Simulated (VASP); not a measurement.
Wanted: the native input for a VASP 6.6.1 run.

| Item | Value |
| --- | --- |
| Task | single point |
| Functional | PBE |
| Potentials or basis | VASP PAW PBE potentials, release 64 (Cd_sv_GW, Hg_sv_GW, S) |
| Cutoff | 540 eV |
| k mesh | 10 × 10 × 14 |
| Occupations | gaussian, width 0.1 eV |
| Spin | no spin polarisation |
| Dipole correction | no |
| Further INCAR settings | ALGO = Normal; EDIFF = 1e-06; NBANDS = 34 |

The structure of CdHgS2 lies in POSCAR:

```
CdHgS2
1.0
    5.0456181070      0.0000000000      0.0000000000
    0.0000000000      5.0456181070      0.0000000000
    0.0000000000      0.0000000000      3.5895552535
Cd Hg S
1 1 2
Direct
    0.5000000000      0.5000000000      0.5000000000
    0.0000000000      0.0000000000      0.0000000000
    0.5000000000      0.0000000000      0.0000000000
    0.0000000000      0.5000000000      0.0000000000
```

One way to write it, as run:

INCAR

```
PREC = Accurate ; ENCUT = 540
EDIFF = 1E-6 ; ISMEAR = 0
SIGMA = 0.1 ; LREAL = False
LASPH = True ; NELM = 120
ALGO = Normal ; ISIF = 2
LWAVE = False ; LCHARG = False
GGA = PE ; NBANDS = 34
GGA_COMPAT = False
```

KPOINTS

```
Automatic mesh
0
Gamma
  10 10 14
```

Potentials or basis: VASP PAW PBE potentials, release 64 (Cd_sv_GW, Hg_sv_GW, S).

The run is started by

```console
$ cat potpaw_PBE.64/Cd_sv_GW/POTCAR potpaw_PBE.64/Hg_sv_GW/POTCAR potpaw_PBE.64/S/POTCAR > POTCAR
$ mpirun -np 1 vasp_std > vasp.out
```

Results of the run:

The pressure is -0.7 GPa. The band gap on the k mesh is zero (bands 26 and 27 overlap by 2.50 eV).

Caveat: spin-orbit coupling is left out, which moves the levels of the heavy elements.

Run time: 4.3 min on 1 thread of Intel(R) Xeon(R) 6975P-C (Granite Rapids), on a shared host, peak memory 0.74 GiB.
